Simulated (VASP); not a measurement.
# WCl4F2 (Imm2) in VASP: single point with PBE

Aim: the single point of WCl4F2 with PBE.

All numbers are computed with VASP 6.6.1; they aren't measurements. Logs are shortened: lines on timing, memory, paths and dates and some standing lists are left out, and cuts for length are marked.

**1. The cell of the first run**

The structure is orthorhombic, space group Imm2 (No. 44). The conventional cell has a = 7.483 Å, b = 10.482 Å, c = 6.561 Å, α = 90.00°, β = 90.00°, γ = 90.00°. W (site symmetry mm2) has 2 F at 1.88 Å and 4 Cl at 2.28 to 2.30 Å within 2.5 Å. Cl (site symmetry m) has 1 W at 2.28 Å and 1 F at 2.95 Å within 3.0 Å. Within 3.0 Å of Cl (site symmetry m) lie 1 W at 2.30 Å and 2 F at 2.93 Å. F (site symmetry m) has 1 W at 1.88 Å and 1 F at 2.59 Å within 2.6 Å.

**2. Single point, PBE**

INCAR

```
  PREC = Accurate
  ENCUT = 520
  EDIFF = 1E-6
  ISMEAR = 0
  SIGMA = 0.02
  LREAL = False
  LASPH = True
  NELM = 100
  ALGO = Normal
  ISIF = 2
  LWAVE = False
  LCHARG = False
  GGA = PE
  NBANDS = 37
```

KPOINTS

```
Automatic mesh
0
Gamma
  6 6 6
```

POSCAR

```
WCl4F2
1.0
   -3.7417384443      5.2409068243      3.2803322824
    3.7417384443     -5.2409068243      3.2803322824
    3.7417384443      5.2409068243     -3.2803322824
W Cl F
1 4 2
Direct
    0.0091906978      0.0091906978      0.0000000000
    0.2488773548      0.4701827340      0.2213053792
    0.2488773548      0.0275719756      0.7786946208
    0.7765387621      0.9956120234      0.7809267387
    0.2146852847      0.9956120234      0.2190732613
    0.8019152728      0.9748097782      0.1728945054
    0.8019152728      0.6290207674      0.8271054946
```

Potentials or basis: VASP PAW PBE potentials, release 64 (W_sv, Cl, F).

Command:

```console
$ cat potpaw_PBE.64/W_sv/POTCAR potpaw_PBE.64/Cl/POTCAR potpaw_PBE.64/F/POTCAR > POTCAR
$ mpirun -np 1 vasp_std > vasp.out
```

OUTCAR:

```text
PREC = Accurate
   ENCUT = 520
   EDIFF = 1E-6
   ISMEAR = 0
   LREAL = False
   LASPH = True
   NELM = 100
   ISIF = 2
   GGA = PE

 ion  position               nearest neighbor table
   1  0.009  0.009  0.000-   6 1.88   7 1.88   2 2.28   3 2.28   4 2.30   5 2.30
   2  0.249  0.470  0.221-   1 2.28
   3  0.249  0.028  0.779-   1 2.28
   4  0.777  0.996  0.781-   1 2.30
   5  0.215  0.996  0.219-   1 2.30
   6  0.802  0.975  0.173-   1 1.88
   7  0.802  0.629  0.827-   1 1.88

  LATTYP: Found a body centered orthorhombic cell.
 ALAT       =     6.5606645648
 B/A-ratio  =     1.1406583609
 C/A-ratio  =     1.5976755929

  Lattice vectors:

 A1 = (   3.7417384443,  -5.2409068243,   3.2803322824)
 A2 = (  -3.7417384443,  -5.2409068243,  -3.2803322824)
 A3 = (   3.7417384443,   5.2409068243,  -3.2803322824)

Analysis of symmetry for initial positions (statically):
=====================================================================
 Subroutine PRICEL returns:
 Original cell was already a primitive cell.

 Routine SETGRP: Setting up the symmetry group for a
 body centered orthorhombic supercell.

 Subroutine GETGRP returns: Found  4 space group operations
 (whereof  4 operations were pure point group operations)
 out of a pool of  8 trial point group operations.

The static configuration has the point symmetry C_2v.

Analysis of symmetry for dynamics (positions and initial velocities):
=====================================================================
 Subroutine PRICEL returns:
 Original cell was already a primitive cell.

 Routine SETGRP: Setting up the symmetry group for a
 body centered orthorhombic supercell.

 Subroutine GETGRP returns: Found  4 space group operations
 (whereof  4 operations were pure point group operations)
 out of a pool of  8 trial point group operations.

The dynamic configuration has the point symmetry C_2v.

 Subroutine INISYM returns: Found  4 space group operations
 (whereof  4 operations are pure point group operations),
 and found     1 'primitive' translations

----------------------------------------------------------------------------------------

                                     Primitive cell

  volume of cell :     257.3106

  direct lattice vectors                    reciprocal lattice vectors
    -3.741738444  5.240906824  3.280332282     0.000000000  0.095403337  0.152423583
     3.741738444 -5.240906824  3.280332282     0.133627726  0.000000000  0.152423583
     3.741738444  5.240906824 -3.280332282     0.133627726  0.095403337  0.000000000

  length of vectors
     7.226914335  7.226914335  7.226914335     0.179818646  0.202705002  0.164189421

  position of ions in fractional coordinates (direct lattice)
     0.009190698  0.009190698  0.000000000
     0.248877355  0.470182734  0.221305379
     0.248877355  0.027571976  0.778694621
     0.776538762  0.995612023  0.780926739
     0.214685285  0.995612023  0.219073261
     0.801915273  0.974809778  0.172894505
     0.801915273  0.629020767  0.827105495

  ion indices of the primitive-cell ions
   primitive index   ion index
                 1           1
                 2           2
                 3           3
                 4           4
                 5           5
                 6           6
                 7           7

----------------------------------------------------------------------------------------

 KPOINTS: Automatic mesh

Automatic generation of k-mesh.
 Grid dimensions read from file:
 generate k-points for:    6    6    6

 Generating k-lattice:

  Cartesian coordinates                     Fractional coordinates (reciprocal lattice)
     0.000000000  0.015900556  0.025403931     0.166666667  0.000000000 -0.000000000
     0.022271288  0.000000000  0.025403931     0.000000000  0.166666667 -0.000000000
     0.022271288  0.015900556  0.000000000     0.000000000  0.000000000  0.166666667

  Length of vectors
     0.029969774  0.033784167  0.027364903

  Shift w.r.t. Gamma in fractional coordinates (k-lattice)
     0.000000000  0.000000000  0.000000000

 Subroutine IBZKPT returns following result:
 ===========================================

 Found     46 irreducible k-points:

 Following reciprocal coordinates:
            Coordinates               Weight
  0.000000  0.000000  0.000000      1.000000
  0.166667  0.000000  0.000000      4.000000
  0.333333 -0.000000  0.000000      4.000000
  0.500000  0.000000  0.000000      2.000000
  0.000000  0.166667 -0.000000      4.000000
  0.166667  0.166667  0.000000      8.000000
[... 16 lines left out ...]
 -0.166667  0.166667  0.166667      2.000000
  0.166667  0.333333  0.166667      4.000000
 [... further k-points ...]
   k-points           NKPTS =     46   k-points in BZ     NKDIM =     46   number of bands    NBANDS=     37
   number of dos      NEDOS =    301   number of ions     NIONS =      7
   total plane-waves  NPLWV = 157464
   dimension x,y,z NGX =    54 NGY =   54 NGZ =   54
   dimension x,y,z NGXF=   108 NGYF=  108 NGZF=  108
   ions per type =               1   4   2
   NGX,Y,Z   is equivalent  to a cutoff of  12.42, 12.42, 12.42 a.u.
   NGXF,Y,Z  is equivalent  to a cutoff of  24.84, 24.84, 24.84 a.u.
 SYSTEM =  unknown system
   PREC   = accura    normal or accurate (medium, high low for compatibility)
   ISTART =      0    job   : 0-new  1-cont  2-samecut
   ICHARG =      2    charge: 1-file 2-atom 10-const
   ISPIN  =      1    spin polarized calculation?
   LNONCOLLINEAR =      F non collinear calculations
   LSORBIT =      F    spin-orbit coupling
   LASPH  =      T    aspherical Exc in radial PAW
   ENCUT  =  520.0 eV  38.22 Ry    6.18 a.u.  13.44 13.44 13.44*2*pi/ulx,y,z
   NELM   =    100;   NELMIN=  2; NELMDL= -5     # of ELM steps
   EDIFF  = 0.1E-05   stopping-criterion for ELM
   LREAL  =      F    real-space projection
   EDIFFG = 0.1E-04   stopping-criterion for IOM
   NSW    =      0    number of steps for IOM
   IBRION =     -1    ionic relax: 0-MD 1-quasi-New 2-CG
   NFREE  =      0    steps in history (QN), initial steepest desc. (CG)
   ISIF   =      2    stress and relaxation
   ISYM   =      2    0-nonsym 1-usesym 2-fastsym
   POTIM  = 0.5000    time-step for ionic-motion
   TEBEG  =    0.0;   TEEND  =   0.0 temperature during run
   PSTRESS=    0.0 pullay stress
   NELECT =      56.0000    total number of electrons
   NUPDOWN=      -1.0000    fix difference up-down
   EMIN   =  10.00;   EMAX   =-10.00  energy-range for DOS
   EFERMI =   0.00;   METHOD = LEGACY
   ISMEAR =     0;   SIGMA  =   0.02  broadening in eV -4-tet -1-fermi 0-gaus
   EFERMI_NEDOS =   21; number of points for ismear=-14 and -15
   IALGO  =     38    algorithm
   IMIX   =      4    mixing-type and parameters
     AMIX     =   0.40;   BMIX     =  1.00
     AMIX_MAG =   1.60;   BMIX_MAG =  1.00
  volume/ion in A,a.u.               =      36.76       248.06
  Fermi-wavevector in a.u.,A,eV,Ry     =   0.984733  1.860875 13.193544  0.969698
  Thomas-Fermi vector in A             =   2.115987
   LORBIT       =      0    0 simple, 1 ext, 2 COOP (PROOUT), +10 PAW based schemes
   GGA     = PE    functional components
   LHFCALC =     F    Hartree Fock is set to
   AEXX    =    0.0000 exact exchange contribution
   IVDW    =     0    specifies the selected vdW correction
   LEPSILON=     F    determine dielectric tensor
   LRPA    =     F    only Hartree local field effects (RPA)
 non-spin polarized calculation
 Gauss-broadening in eV      SIGMA  =   0.02
  energy-cutoff  :      520.00
  volume of cell :      257.31
 maximum number of plane-waves:      6960
 NGX is ok and might be reduce to    54
   NGX = 27   NGY = 27   NGZ = 27

 number of electron      56.0000001 magnetization

 Free energy of the ion-electron system (eV)
  ---------------------------------------------------
  ext. energy  EPLUGINS =         0.00000000
  ---------------------------------------------------
  free energy    TOTEN  =       -34.18517779 eV

  energy without entropy =      -34.18517779  energy(sigma->0) =      -34.18517779

 E-fermi :  -3.3454     XC(G=0):  -6.1638

 val. band max:       -3.4502602455   @ k =   0.0000   0.0000   0.0000
 cond. band min:      -1.2297439057   @ k =   0.0000   0.0000   0.0000
 fundamental gap:      2.2205163398
 Fermi energy:        -3.3453881976

 k-point     1 :       0.0000    0.0000    0.0000
  band No.  band energies     occupation
      1     -78.5393      2.00000
      2     -42.7118      2.00000
      3     -42.6946      2.00000
      4     -42.5483      2.00000
      5     -25.3682      2.00000
      6     -25.2678      2.00000
[... 29 lines left out ...]
     36       5.5202      0.00000
     37       6.3655      0.00000

 k-point     2 :       0.1667    0.0000    0.0000
  band No.  band energies     occupation
      1     -78.5393      2.00000
      2     -42.7118      2.00000
      3     -42.6946      2.00000
      4     -42.5483      2.00000
      5     -25.3681      2.00000
      6     -25.2679      2.00000
[... 29 lines left out ...]
     36       5.5999      0.00000
     37       6.4487      0.00000

 k-point     3 :       0.3333   -0.0000    0.0000
  band No.  band energies     occupation
      1     -78.5393      2.00000
      2     -42.7118      2.00000
      3     -42.6946      2.00000
      4     -42.5483      2.00000
      5     -25.3678      2.00000
      6     -25.2680      2.00000
[... 29 lines left out ...]
     36       5.7153      0.00000
     37       6.4208      0.00000
[... 761 lines left out ...]
 k-point    23 :      -0.1667    0.1667    0.1667
  band No.  band energies     occupation
      1     -78.5393      2.00000
      2     -42.7118      2.00000
      3     -42.6946      2.00000
      4     -42.5483      2.00000
      5     -25.3681      2.00000
      6     -25.2679      2.00000
[... 29 lines left out ...]
     36       5.8609      0.00000
     37       6.2231      0.00000

 k-point    24 :       0.1667    0.3333    0.1667
  band No.  band energies     occupation
      1     -78.5393      2.00000
      2     -42.7118      2.00000
      3     -42.6946      2.00000
      4     -42.5483      2.00000
      5     -25.3676      2.00000
      6     -25.2682      2.00000
[... 29 lines left out ...]
     36       5.5795      0.00000
     37       5.9427      0.00000

 [... further k-points ...]

------------------------ aborting loop because EDIFF is reached ----------------------------------------

  FORCE on cell =-STRESS in cart. coord.  units (eV):
  Direction    XX          YY          ZZ          XY          YZ          ZX
  --------------------------------------------------------------------------------------
  -------------------------------------------------------------------------------------
  Total        0.4828940     -0.0737176      0.5813106      0.0000000      0.0000000      0.0000000
  in kB        3.0068011     -0.4590117      3.6196043      0.0000000      0.0000000      0.0000000
  external PRESSURE =       2.0557979 kB  Pullay stress =       0.0000000 kB

 VOLUME and BASIS-vectors are now :
 -----------------------------------------------------------------------------
  energy-cutoff  :      520.00
  volume of cell :      257.31
      direct lattice vectors                 reciprocal lattice vectors
    -3.741738444  5.240906824  3.280332282     0.000000000  0.095403337  0.152423583
     3.741738444 -5.240906824  3.280332282     0.133627726  0.000000000  0.152423583
     3.741738444  5.240906824 -3.280332282     0.133627726  0.095403337  0.000000000

 POSITION                                       TOTAL-FORCE (eV/Angst)
 -----------------------------------------------------------------------------------
      0.00000      0.00000      0.06030         0.000000      0.000000      0.570541
      1.65613     -0.00000      1.63280        -0.024537      0.000000     -0.012835
      2.08560      5.24091     -1.64753         0.024537      0.000000     -0.012835
      3.74174      2.94462      3.25154         0.000000      0.001266      0.005487
      3.74174     -2.94462      3.25154        -0.000000     -0.001266      0.005487
      1.29385      0.00000      5.26110         0.261811      0.000000     -0.277923
      2.44789      5.24091      1.98076        -0.261811     -0.000000     -0.277923
 -----------------------------------------------------------------------------------
    total drift:                               -0.000005     -0.000005     -0.002026

  FREE ENERGIE OF THE ION-ELECTRON SYSTEM (eV)
  ---------------------------------------------------
  free  energy   TOTEN  =       -34.1851777930 eV

  energy  without entropy=      -34.1851777930  energy(sigma->0) =      -34.18517779
```

Wall time 13 min (1 thread of Oxide Virtual Turin-like, shared host); peak memory 0.6 GiB.

Results:

```
Free energy            : -34.1852 eV
Pressure               : 0.2 GPa
Largest force          : 0.571 eV/Å
Band gap on the k mesh : 2.22 eV
```

Forces in eV/Å, atoms in the order of the input:
```
W    0.000  0.000  0.571
Cl  -0.025  0.000 -0.013
Cl   0.025  0.000 -0.013
Cl   0.000  0.001  0.005
Cl   0.000 -0.001  0.005
F    0.262  0.000 -0.278
F   -0.262  0.000 -0.278
```

Stress tensor (GPa, compression positive):
```
 0.30  0.00  0.00
 0.00 -0.05  0.00
 0.00  0.00  0.36
```

Levels at points of the mesh, in eV from the valence-band top:
```csv
k point,band 26,band 27,band 28,band 29,band 30,band 31
"(0.00, 0.00, 0.00)",-0.27,-0.02,0.00,2.22,2.29,2.53
"(0.50, 0.00, 0.00)",-0.34,-0.17,-0.12,2.34,2.38,2.64
"(0.00, 0.50, 0.00)",-0.46,-0.31,-0.01,2.24,2.50,2.72
"(0.50, 0.50, 0.00)",-0.42,-0.15,-0.14,2.34,2.40,2.60
"(0.50, 0.50, 0.50)",-0.33,-0.31,-0.28,2.49,2.51,2.53
```

Caveat: spin-orbit coupling is left out, which moves the levels of the heavy elements; this functional lacks dispersion, which binds layers or chains, so the pressure and a relaxed spacing across them are unreliable. A k mesh can miss the band edges.
